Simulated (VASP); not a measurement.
A run of VASP 6.6.1:

File INCAR:

```
ALGO     = Normal         # electronic algorithm
EDIFF    = 1E-6           # SCF threshold, eV
ENCUT    = 500            # plane-wave cutoff, eV
GGA      = PE             # functional
GGA_COMPAT= F            
ISIF     = 2              # what is computed and relaxed
ISMEAR   = -1             # smearing method
LASPH    = T              # aspherical terms in the spheres
LCHARG   = F              # write CHGCAR
LREAL    = F              # projectors in reciprocal space
LWAVE    = F              # write WAVECAR
NBANDS   = 16             # bands
NELM     = 120            # most SCF steps
PREC     = Accurate       # precision mode
SIGMA    = 0.1            # smearing width, eV
```

The input KPOINTS:

```
k-points
0
Gamma
  4 4 4
```

The input POSCAR:

```
Rb
1.0
    0.0000000000      2.8430535309      2.8430535309
    2.8430535309      0.0000000000      2.8430535309
    2.8430535309      2.8430535309      0.0000000000
Rb
2
Direct
    1.0000000000      1.0000000000      1.0000000000
    0.2500000000      0.2500000000      0.2500000000
```

Potentials or basis: VASP PAW PBE potentials, release 64 (Rb_sv).

Run with:

```console
$ cat potpaw_PBE.64/Rb_sv/POTCAR > POTCAR
$ mpirun -np 1 vasp_std > vasp.out
```

Hardware: 1 thread of AMD EPYC 9R45 (Zen 5), on a shared host.

**Question.** How long does it take, and how much memory?

**Answer.** Wall time 5.2 s on 1 thread of AMD EPYC 9R45 (Zen 5), on a shared host, peak memory 0.13 GiB. Counts: scf iterations 12, k points 8.
